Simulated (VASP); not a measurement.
Wanted: the native input for a VASP 6.6.1 run.

- Task: relaxation of cell and atoms
- Functional: PBE
- Potentials or basis: VASP PAW PBE potentials, release 64 (Al, N)
- Cutoff: 600 eV
- k mesh: 8 × 4 × 4
- Occupations: gaussian, width 0.05 eV
- Spin: no spin polarisation
- Dipole correction: no
- Further INCAR settings: ALGO = Normal; EDIFF = 1e-06; IBRION = 2; EDIFFG = -0.01; NSW = 100; ISIF = 3

The structure of AlN lies in POSCAR:

```
AlN
1.0
   -3.1302395626      0.0000000000      0.0000000000
    0.0000000000      0.0000000000     -5.0179796547
    0.0000000000     -5.4217339622      0.0000000000
Al N
4 4
Direct
    0.5234193132      1.0088376099      0.1621348533
    0.0234193132      1.0088376099      0.6621348533
    0.0234193132      0.5088376099      0.3288015199
    0.5234193132      0.5088376099      0.8288015199
    0.5234193132      0.6272950449      0.1621348533
   -0.1639351922      0.5427644257      0.6983893608
    0.0234193132      0.1272950449      0.3288015199
    0.5234193132      0.1272950449      0.8288015199
```

One way to write it, as run:

INCAR

```
  PREC = Accurate
  ENCUT = 600
  EDIFF = 1E-6
  ISMEAR = 0
  SIGMA = 0.05
  LREAL = F
  LASPH = T
  NELM = 100
  ALGO = Normal
  ISIF = 3
  LWAVE = F
  LCHARG = F
  GGA = PE
  IBRION = 2
  NSW = 100
  EDIFFG = -0.01
```

KPOINTS

```
Automatic mesh
0
Gamma
  8 4 4
```

Potentials or basis: VASP PAW PBE potentials, release 64 (Al, N).

Run with:

```bash
$ cat potpaw_PBE.64/Al/POTCAR potpaw_PBE.64/N/POTCAR > POTCAR
$ mpirun -np 1 vasp_std > vasp.out
```

Results of the run:

```json
{
  "Relaxed volume": "10.39 Å³/atom",
  "Relaxed cell": "a = 2.953 Å, b = 4.842 Å, c = 5.998 Å, α = 90.18°, β = 104.15°, γ = 89.98°",
  "Space group after relaxing (to 0.1 Å)": "Cm (No. 8)",
  "Pressure after relaxing": "0.0 GPa",
  "Largest force after relaxing": "0.010 eV/Å",
  "Band gap on the k mesh": "2.50 eV"
}
```

Wall time 47 min on 1 thread of Intel(R) Xeon(R) 6975P-C (Granite Rapids) (shared host), peak memory 0.31 GiB.
